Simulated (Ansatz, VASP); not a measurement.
# One calculation of Ru, two programs

```xyz
2
Lattice="1.3522 0.7807 4.6087 -1.3522 0.7807 4.6087 0.0000 -1.5614 4.6087" Properties=species:S:1:pos:R:3 pbc="T T T"
Ru    0.0000    0.0000    1.2678
Ru    0.0000    0.0000   12.5582
```

Alike in both runs: functional PBE; k mesh 24 × 24 × 24; occupations gaussian, width 0.1 eV; no spin polarisation.

Ansatz relaxed the structure, and its values are those at the end. VASP's run is a single point on that final structure, the one shown.

|  | VASP | Ansatz |
| --- | --- | --- |
| version | VASP 6.6.1 | Ansatz 0.2.0 |
| potentials or method | VASP PAW PBE potentials, release 64 (Ru_pv), cutoff 520 eV | scalar-relativistic, plane waves, PAW |
| valence electrons in the cell | 28 | 32 |

```tsv
	VASP	Ansatz	Ansatz less VASP
gap on the k mesh at the Fermi level (eV)	none	none	-
pressure (GPa)	0.0	0.0	+0.02
```

A gap of «none» marks a metal or a gap that the smearing closes. VASP's potentials hold 28 valence electrons a cell and Ansatz's 32, so a difference there can come from the potentials and not from the codes.
